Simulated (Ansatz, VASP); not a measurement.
Two plane-wave programs on AlN

```xyz
2
Lattice="0.0000 1.9755 1.9755 1.9755 0.0000 1.9755 1.9755 1.9755 0.0000" Properties=species:S:1:pos:R:3 pbc="T T T"
Al    0.0000    0.0000    0.0000
N     1.9755    1.9755    1.9755
```

Alike in both runs: task single point; functional LDA; k mesh 8 × 8 × 8; no spin polarisation.

|  | VASP | Ansatz |
| --- | --- | --- |
| version | VASP 6.6.1 | Ansatz 0.2.0 |
| potentials or method | VASP PAW LDA potentials, release 64 (Al, N), cutoff 600 eV | plane waves, PAW |
| occupations | gaussian, width 0.01 eV | fixed |
| valence electrons in the cell | 8 | 8 |

```csv
,VASP,Ansatz,Ansatz less VASP
pressure (GPa),14.3,13.7,-0.67
```

LDA's correlation is that of Perdew and Zunger in VASP and of Perdew and Wang (1992) in Ansatz.
